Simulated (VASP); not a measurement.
# Hg (C2/m) in VASP: notebook

Runs on Hg. Level: PBE. Tasks: single point.

All numbers are computed with VASP 6.6.1; they aren't measurements. Logs are shortened: lines on timing, memory, paths and dates and some standing lists are left out, and cuts for length are marked.

**1. The cell of the first run**

The typed cell holds 6 atoms: a = 5.636 Å, b = 5.578 Å, c = 5.359 Å, α = 90.00°, β = 118.37°, γ = 90.00°.

**2. Single point, PBE**

Input file INCAR:

```
SYSTEM = Hg
  ALGO = Normal
  EDIFF = 1E-7
  ENCUT = 520
  GGA = PE
  ISIF = 2
  ISMEAR = -1
  LASPH = .True.
  LCHARG = .False.
  LREAL = .False.
  LWAVE = .False.
  NBANDS = 45
  NELM = 100
  PREC = Accurate
  SIGMA = 0.02
```

Input file KPOINTS:

```
k-points
0
Gamma
  4 4 4
  0 0 0
```

Input file POSCAR:

```
Hg
1.0
    5.6351521476      0.0000000000      0.0992471465
    0.0000000000      5.5776418450      0.0000000000
   -2.6288452079      0.0000000000      4.6701544686
Hg
6
Direct
    0.0000000000      0.5000000000      0.5000000000
    0.0000000000      0.0000000000      0.0000000000
    0.3333333386     -0.0000067083      0.6666667025
    0.6666666614      0.4999932917      0.8333332975
    0.6666666614      1.0000067083      0.3333332975
    0.3333333386      0.5000067083      0.1666667025
```

Potentials or basis: VASP PAW PBE potentials, release 64 (Hg).

Launch:

```sh
$ cat potpaw_PBE.64/Hg/POTCAR > POTCAR
$ mpirun -np 1 vasp_std > vasp.out
```

OUTCAR:

```text
SYSTEM = Hg
   EDIFF = 1E-7
   ENCUT = 520
   GGA = PE
   ISIF = 2
   ISMEAR = -1
   LASPH = .True.
   LREAL = .False.
   NELM = 100
   PREC = Accurate

 ion  position               nearest neighbor table
   1  0.000  0.500  0.500-   4 3.15   6 3.15   6 3.15   4 3.15   3 3.24   5 3.24   5 3.24   3 3.24
                             4 3.31   6 3.31   2 3.87   2 3.87   2 3.87   2 3.87
   2  0.000  0.000  0.000-   3 3.15   5 3.15   3 3.15   5 3.15   6 3.24   4 3.24   6 3.24   4 3.24
                             5 3.31   3 3.31   1 3.87   1 3.87   1 3.87   1 3.87
   3  0.333  1.000  0.667-   2 3.15   5 3.15   5 3.15   2 3.15   1 3.24   4 3.24   4 3.24   1 3.24
                             2 3.31   5 3.31   6 3.87   6 3.87   6 3.87   6 3.87
   4  0.667  0.500  0.833-   1 3.15   6 3.15   6 3.15   1 3.15   2 3.24   3 3.24   3 3.24   2 3.24
                             1 3.31   6 3.31   5 3.87   5 3.87   5 3.87   5 3.87
   5  0.667  0.000  0.333-   2 3.15   3 3.15   3 3.15   2 3.15   1 3.24   6 3.24   6 3.24   1 3.24
                             2 3.31   3 3.31   4 3.87   4 3.87   4 3.87   4 3.87
   6  0.333  0.500  0.167-   1 3.15   4 3.15   4 3.15   1 3.15   2 3.24   5 3.24   5 3.24   2 3.24
                             1 3.31   4 3.31   3 3.87   3 3.87   3 3.87   3 3.87

  LATTYP: Found a simple monoclinic cell.
 ALAT       =     5.3592135512
 B/A-ratio  =     1.0407575275
 C/A-ratio  =     1.0516517030
 COS(beta)  =    -0.4751068141

  Lattice vectors:

 A1 = (  -2.6288452079,   0.0000000000,   4.6701544686)
 A2 = (   0.0000000000,  -5.5776418450,   0.0000000000)
 A3 = (   5.6351521476,   0.0000000000,   0.0992471465)

Analysis of symmetry for initial positions (statically):
=====================================================================
 Subroutine PRICEL returns:
 Original cell was already a primitive cell.

 Routine SETGRP: Setting up the symmetry group for a
 simple monoclinic supercell.

 Subroutine GETGRP returns: Found  4 space group operations
 (whereof  2 operations were pure point group operations)
 out of a pool of  4 trial point group operations.

The static configuration has the point symmetry S_2 .
 The point group associated with its full space group is C_2h.

Analysis of symmetry for dynamics (positions and initial velocities):
=====================================================================
 Subroutine PRICEL returns:
 Original cell was already a primitive cell.

 Routine SETGRP: Setting up the symmetry group for a
 simple monoclinic supercell.

 Subroutine GETGRP returns: Found  4 space group operations
 (whereof  2 operations were pure point group operations)
 out of a pool of  4 trial point group operations.

The dynamic configuration has the point symmetry S_2 .
 The point group associated with its full space group is C_2h.

 Subroutine INISYM returns: Found  4 space group operations
 (whereof  2 operations are pure point group operations),
 and found     1 'primitive' translations

----------------------------------------------------------------------------------------

                                     Primitive cell

  volume of cell :     148.2422

  direct lattice vectors                    reciprocal lattice vectors
     5.635152148  0.000000000  0.099247146     0.175715466  0.000000000  0.098910810
     0.000000000  5.577641845  0.000000000     0.000000000  0.179287238  0.000000000
    -2.628845208  0.000000000  4.670154469    -0.003734193  0.000000000  0.212023690

  length of vectors
     5.636026058  5.577641845  5.359213551     0.201641447  0.179287238  0.212056571

  position of ions in fractional coordinates (direct lattice)
     0.000000000  0.500000000  0.500000000
     0.000000000  0.000000000  0.000000000
     0.333333339  0.999993292  0.666666703
     0.666666661  0.499993292  0.833333297
     0.666666661  0.000006708  0.333333297
     0.333333339  0.500006708  0.166666703

  ion indices of the primitive-cell ions
   primitive index   ion index
                 1           1
                 2           2
                 3           3
                 4           4
                 5           5
                 6           6

----------------------------------------------------------------------------------------

 KPOINTS: k-points

Automatic generation of k-mesh.
 Grid dimensions read from file:
 generate k-points for:    4    4    4

 Generating k-lattice:

  Cartesian coordinates                     Fractional coordinates (reciprocal lattice)
     0.043928866  0.000000000  0.024727702     0.250000000  0.000000000  0.000000000
     0.000000000  0.044821809  0.000000000     0.000000000  0.250000000  0.000000000
    -0.000933548  0.000000000  0.053005923     0.000000000  0.000000000  0.250000000

  Length of vectors
     0.050410362  0.044821809  0.053014143

  Shift w.r.t. Gamma in fractional coordinates (k-lattice)
     0.000000000  0.000000000  0.000000000

 Subroutine IBZKPT returns following result:
 ===========================================

 Found     30 irreducible k-points:

 Following reciprocal coordinates:
            Coordinates               Weight
  0.000000  0.000000  0.000000      1.000000
  0.250000  0.000000  0.000000      2.000000
  0.500000  0.000000  0.000000      1.000000
  0.000000  0.250000  0.000000      2.000000
  0.250000  0.250000  0.000000      4.000000
  0.500000  0.250000  0.000000      2.000000
[... 16 lines left out ...]
  0.250000  0.000000  0.500000      2.000000
  0.500000  0.000000  0.500000      1.000000
 [... further k-points ...]
   k-points           NKPTS =     30   k-points in BZ     NKDIM =     30   number of bands    NBANDS=     45
   number of dos      NEDOS =    301   number of ions     NIONS =      6
   total plane-waves  NPLWV =  70560
   dimension x,y,z NGX =    42 NGY =   42 NGZ =   40
   dimension x,y,z NGXF=    84 NGYF=   84 NGZF=   80
   ions per type =               6
   NGX,Y,Z   is equivalent  to a cutoff of  12.39, 12.52, 12.41 a.u.
   NGXF,Y,Z  is equivalent  to a cutoff of  24.78, 25.04, 24.82 a.u.
 SYSTEM =  Hg
   PREC   = accura    normal or accurate (medium, high low for compatibility)
   ISTART =      0    job   : 0-new  1-cont  2-samecut
   ICHARG =      2    charge: 1-file 2-atom 10-const
   ISPIN  =      1    spin polarized calculation?
   LNONCOLLINEAR =      F non collinear calculations
   LSORBIT =      F    spin-orbit coupling
   LASPH  =      T    aspherical Exc in radial PAW
   ENCUT  =  520.0 eV  38.22 Ry    6.18 a.u.  10.48 10.37  9.96*2*pi/ulx,y,z
   NELM   =    100;   NELMIN=  2; NELMDL= -5     # of ELM steps
   EDIFF  = 0.1E-06   stopping-criterion for ELM
   LREAL  =      F    real-space projection
   EDIFFG = 0.1E-05   stopping-criterion for IOM
   NSW    =      0    number of steps for IOM
   IBRION =     -1    ionic relax: 0-MD 1-quasi-New 2-CG
   NFREE  =      0    steps in history (QN), initial steepest desc. (CG)
   ISIF   =      2    stress and relaxation
   ISYM   =      2    0-nonsym 1-usesym 2-fastsym
   POTIM  = 0.5000    time-step for ionic-motion
   TEBEG  =    0.0;   TEEND  =   0.0 temperature during run
   PSTRESS=    0.0 pullay stress
   NELECT =      72.0000    total number of electrons
   NUPDOWN=      -1.0000    fix difference up-down
   EMIN   =  10.00;   EMAX   =-10.00  energy-range for DOS
   EFERMI =   0.00;   METHOD = LEGACY
   ISMEAR =    -1;   SIGMA  =   0.02  broadening in eV -4-tet -1-fermi 0-gaus
   EFERMI_NEDOS =   21; number of points for ismear=-14 and -15
   IALGO  =     38    algorithm
   IMIX   =      4    mixing-type and parameters
     AMIX     =   0.40;   BMIX     =  1.00
     AMIX_MAG =   1.60;   BMIX_MAG =  1.00
  volume/ion in A,a.u.               =      24.71       166.73
  Fermi-wavevector in a.u.,A,eV,Ry     =   1.286851  2.431796 22.531061  1.655986
  Thomas-Fermi vector in A             =   2.418901
   LORBIT       =      0    0 simple, 1 ext, 2 COOP (PROOUT), +10 PAW based schemes
   GGA     = PE    functional components
   LHFCALC =     F    Hartree Fock is set to
   AEXX    =    0.0000 exact exchange contribution
   IVDW    =     0    specifies the selected vdW correction
   LEPSILON=     F    determine dielectric tensor
   LRPA    =     F    only Hartree local field effects (RPA)
 non-spin polarized calculation
  energy-cutoff  :      520.00
  volume of cell :      148.24
 maximum number of plane-waves:      4015
 NGX is ok and might be reduce to    42
   NGX = 21   NGY = 21   NGZ = 19

 number of electron      72.0000006 magnetization

 Free energy of the ion-electron system (eV)
  ---------------------------------------------------
  ext. energy  EPLUGINS =         0.00000000
  ---------------------------------------------------
  free energy    TOTEN  =        -0.87311905 eV

  energy without entropy =       -0.87143033  energy(sigma->0) =       -0.87227469

 E-fermi :   2.2744     XC(G=0): -10.6043

 val. band max:        2.0860650490   @ k =   0.0000   0.5000   0.0000
 cond. band min:       2.2991014241   @ k =   0.2500   0.2500   0.0000
 fundamental gap:      0.2130363751
 Fermi energy:         2.2744211751

 k-point     1 :       0.0000    0.0000    0.0000
  band No.  band energies     occupation
      1      -6.3019      2.00000
      2      -5.4646      2.00000
      3      -4.8277      2.00000
      4      -4.7755      2.00000
      5      -4.7755      2.00000
      6      -4.7124      2.00000
[... 37 lines left out ...]
     44       7.7507      0.00000
     45       7.7507      0.00000

 k-point     2 :       0.2500    0.0000    0.0000
  band No.  band energies     occupation
      1      -5.8503      2.00000
      2      -5.1990      2.00000
      3      -5.1159      2.00000
      4      -5.0894      2.00000
      5      -5.0766      2.00000
      6      -4.7440      2.00000
[... 37 lines left out ...]
     44       7.4639      0.00000
     45       8.8013      0.00000

 k-point     3 :       0.5000    0.0000    0.0000
  band No.  band energies     occupation
      1      -5.3778      2.00000
      2      -5.3217      2.00000
      3      -5.2057      2.00000
      4      -4.7947      2.00000
      5      -4.7947      2.00000
      6      -4.7895      2.00000
[... 37 lines left out ...]
     44       8.9044      0.00000
     45       9.4245      0.00000

 k-point     4 :       0.0000    0.2500    0.0000
  band No.  band energies     occupation
      1      -5.9959      2.00000
      2      -5.4391      2.00000
      3      -4.9305      2.00000
      4      -4.9305      2.00000
      5      -4.7432      2.00000
      6      -4.7244      2.00000
[... 901 lines left out ...]
     44       7.5812      0.00000
     45       8.8531      0.00000

 k-point    23 :       0.2500    0.0000    0.5000
  band No.  band energies     occupation
      1      -5.3135      2.00000
      2      -5.0787      2.00000
      3      -5.0775      2.00000
      4      -5.0664      2.00000
      5      -5.0251      2.00000
      6      -5.0240      2.00000
[... 37 lines left out ...]
     44       8.6838      0.00000
     45      10.2647      0.00000

 k-point    24 :       0.5000    0.0000    0.5000
  band No.  band energies     occupation
      1      -5.2154      2.00000
      2      -5.2154      2.00000
      3      -4.9681      2.00000
      4      -4.9681      2.00000
      5      -4.7901      2.00000
      6      -4.7901      2.00000
[... 37 lines left out ...]
     44       7.5862      0.00000
     45       8.8503      0.00000

 [... further k-points ...]

------------------------ aborting loop because EDIFF is reached ----------------------------------------

  FORCE on cell =-STRESS in cart. coord.  units (eV):
  Direction    XX          YY          ZZ          XY          YZ          ZX
  --------------------------------------------------------------------------------------
  -------------------------------------------------------------------------------------
  Total        3.9793453      2.2698145      3.7635839      0.0000000      0.0000000      0.1707839
  in kB       43.0081075     24.5317808     40.6761938      0.0000000      0.0000000      1.8458045
  external PRESSURE =      36.0720273 kB  Pullay stress =       0.0000000 kB

 VOLUME and BASIS-vectors are now :
 -----------------------------------------------------------------------------
  energy-cutoff  :      520.00
  volume of cell :      148.24
      direct lattice vectors                 reciprocal lattice vectors
     5.635152148  0.000000000  0.099247146     0.175715466  0.000000000  0.098910810
     0.000000000  5.577641845  0.000000000     0.000000000  0.179287238  0.000000000
    -2.628845208  0.000000000  4.670154469    -0.003734193  0.000000000  0.212023690

 POSITION                                       TOTAL-FORCE (eV/Angst)
 -----------------------------------------------------------------------------------
     -1.31442      2.78882      2.33508        -0.000000      0.000000     -0.000000
      0.00000      0.00000      0.00000        -0.000000      0.000000     -0.000000
      0.12582      5.57760      3.14652         0.000049      0.000028      0.000086
      1.56606      2.78878      3.95796        -0.000049      0.000028     -0.000086
      2.88049      0.00004      1.62288        -0.000049     -0.000028     -0.000086
      1.44024      2.78886      0.81144         0.000049     -0.000028      0.000086
 -----------------------------------------------------------------------------------
    total drift:                               -0.000000      0.000000      0.000000

  FREE ENERGIE OF THE ION-ELECTRON SYSTEM (eV)
  ---------------------------------------------------
  free  energy   TOTEN  =        -0.8731190469 eV

  energy  without entropy=       -0.8714303319  energy(sigma->0) =       -0.87227469
```

It took 4.7 min on 1 thread of Intel Xeon 8259CL, shared host; peak memory 0.32 GiB.

What came out:

| Item | Value |
| --- | --- |
| Free energy | -0.8731 eV |
| Pressure | 3.6 GPa |
| Band gap on the k mesh | zero (bands 36 and 37 overlap by 0.97 eV) |

Stress tensor (GPa, compression positive):
```
4.30 0.00 0.18
0.00 2.45 0.00
0.18 0.00 4.07
```

Caveat: the cell stands under pressure; spin-orbit coupling is left out, which moves the levels of the heavy elements.

**3. Single point, PBE**

Input file INCAR:

```
SYSTEM = Hg
PREC     = Accurate       ! precision mode
ENCUT    = 520            ! plane-wave cutoff, eV
EDIFF    = 1E-6           ! SCF threshold, eV
ISMEAR   = -1             ! smearing method
SIGMA    = 0.05           ! smearing width, eV
LREAL    = .FALSE.        ! projectors in reciprocal space
LASPH    = .TRUE.         ! aspherical terms in the spheres
NELM     = 80             ! most SCF steps
ALGO     = Normal         ! electronic algorithm
ISIF     = 2              ! what is computed and relaxed
LWAVE    = .FALSE.        ! write WAVECAR
LCHARG   = .FALSE.        ! write CHGCAR
GGA      = PE             ! functional
NBANDS   = 45             ! bands
```

Input file KPOINTS:

```
Automatic mesh
0
G
  4 4 4
  0 0 0
```

POSCAR is that of step 2.

Potentials or basis: VASP PAW PBE potentials, release 64 (Hg).

Launch:

```sh
$ cat potpaw_PBE.64/Hg/POTCAR > POTCAR
$ mpirun -np 1 vasp_std > vasp.out
```

OUTCAR:

```text
SYSTEM = Hg
   PREC = Accurate
   ENCUT = 520
   EDIFF = 1E-6
   ISMEAR = -1
   LREAL = .FALSE.
   LASPH = .TRUE.
   NELM = 80
   ISIF = 2
   GGA = PE

 ion  position               nearest neighbor table
   1  0.000  0.500  0.500-   4 3.15   6 3.15   6 3.15   4 3.15   3 3.24   5 3.24   5 3.24   3 3.24
                             4 3.31   6 3.31   2 3.87   2 3.87   2 3.87   2 3.87
   2  0.000  0.000  0.000-   3 3.15   5 3.15   3 3.15   5 3.15   6 3.24   4 3.24   6 3.24   4 3.24
                             5 3.31   3 3.31   1 3.87   1 3.87   1 3.87   1 3.87
   3  0.333  1.000  0.667-   2 3.15   5 3.15   5 3.15   2 3.15   1 3.24   4 3.24   4 3.24   1 3.24
[... 1371 lines left out ...]
  Total        3.9273321      2.3071566      3.7157496      0.0000000      0.0000000      0.1685873
  in kB       42.4459573     24.9353674     40.1592084      0.0000000      0.0000000      1.8220634
  external PRESSURE =      35.8468444 kB  Pullay stress =       0.0000000 kB

 VOLUME and BASIS-vectors are now :
 -----------------------------------------------------------------------------
  energy-cutoff  :      520.00
  volume of cell :      148.24
      direct lattice vectors                 reciprocal lattice vectors
     5.635152148  0.000000000  0.099247146     0.175715466  0.000000000  0.098910810
     0.000000000  5.577641845  0.000000000     0.000000000  0.179287238  0.000000000
    -2.628845208  0.000000000  4.670154469    -0.003734193  0.000000000  0.212023690

 POSITION                                       TOTAL-FORCE (eV/Angst)
 -----------------------------------------------------------------------------------
     -1.31442      2.78882      2.33508        -0.000000      0.000000      0.000000
      0.00000      0.00000      0.00000        -0.000000      0.000000      0.000000
      0.12582      5.57760      3.14652         0.000049      0.000028      0.000086
      1.56606      2.78878      3.95796        -0.000049      0.000028     -0.000086
      2.88049      0.00004      1.62288        -0.000049     -0.000028     -0.000086
      1.44024      2.78886      0.81144         0.000049     -0.000028      0.000086
 -----------------------------------------------------------------------------------
    total drift:                               -0.000000      0.000000      0.000000

  FREE ENERGIE OF THE ION-ELECTRON SYSTEM (eV)
  ---------------------------------------------------
  free  energy   TOTEN  =        -0.8766041101 eV

  energy  without entropy=       -0.8685953389  energy(sigma->0) =       -0.87259972
```

OSZICAR:

```text
N       E                     dE             d eps       ncg     rms          rms(c)
DAV:   1     0.623958254727E+03    0.62396E+03   -0.36570E+04  2700   0.155E+03
DAV:   2     0.215047443567E+02   -0.60245E+03   -0.57946E+03  2800   0.414E+02
DAV:   3    -0.912117523042E+00   -0.22417E+02   -0.22153E+02  3006   0.844E+01
DAV:   4    -0.103501458348E+01   -0.12290E+00   -0.12274E+00  2870   0.547E+00
DAV:   5    -0.103527222635E+01   -0.25764E-03   -0.25763E-03  2870   0.256E-01    0.794E+00
DAV:   6    -0.885707826227E+00    0.14956E+00   -0.41361E-01  2835   0.453E+00    0.590E+00
DAV:   7    -0.877075348913E+00    0.86325E-02   -0.97607E-02  2855   0.190E+00    0.193E+00
DAV:   8    -0.876435041959E+00    0.64031E-03   -0.15440E-02  2835   0.927E-01    0.156E-01
DAV:   9    -0.876490718997E+00   -0.55677E-04   -0.75120E-05  2944   0.591E-02    0.685E-02
DAV:  10    -0.876604190448E+00   -0.11347E-03   -0.12392E-04  2860   0.656E-02    0.112E-02
DAV:  11    -0.876604110074E+00    0.80374E-07   -0.77849E-06  2870   0.193E-02
   1 F= -.87660411E+00 E0= -.87259972E+00  d E =-.800877E-02
```

stdout:

```text
POSCAR found type information on POSCAR Hg
 POSCAR found :  1 types and       6 ions
 scaLAPACK will be used
 LDA part: xc-table for (Slater+PW92), standard interpolation
 POSCAR, INCAR and KPOINTS ok, starting setup
 FFT: planning ... GRIDC
 FFT: planning ... GRID_SOFT
 FFT: planning ... GRID
 WAVECAR not read
 entering main loop
```

It took 4.3 min on 1 thread of Intel Xeon 8259CL, shared host; peak memory 0.32 GiB.

What came out:

| Quantity | Value |
| --- | --- |
| Free energy | -0.8766 eV |
| Pressure | 3.6 GPa |
| Band gap on the k mesh | zero (bands 36 and 37 overlap by 0.97 eV) |

Levels at points of the mesh, in eV from the Fermi level:
```
           k point  band 34  band 35  band 36  band 37  band 38  band 39
(0.00, 0.00, 0.00)    -0.89    -0.89    -0.83    -0.83     1.60     1.60
(0.50, 0.00, 0.00)    -1.44    -1.44    -1.26     1.29     1.29     2.52
(0.00, 0.50, 0.00)    -0.13    -0.13    -0.13     1.93     1.93     1.93
(0.50, 0.50, 0.00)    -4.39    -0.81    -0.81     0.55     0.55     5.44
(0.00, 0.00, 0.50)    -2.04    -1.13    -1.13     1.20     1.20     2.36
(0.50, 0.00, 0.50)    -2.05    -1.13    -1.13     1.20     1.20     2.36
(0.00, 0.50, 0.50)    -4.44    -0.75    -0.75    -0.69    -0.69     6.07
(0.50, 0.50, 0.50)    -4.44    -0.75    -0.75    -0.70    -0.70     6.07
```

Caveat: the cell stands under pressure; spin-orbit coupling is left out, which moves the levels of the heavy elements.

(Part 1 of 2 ends here.)

The gap in the log of VASP goes by the Fermi energy; the results here count the filled bands.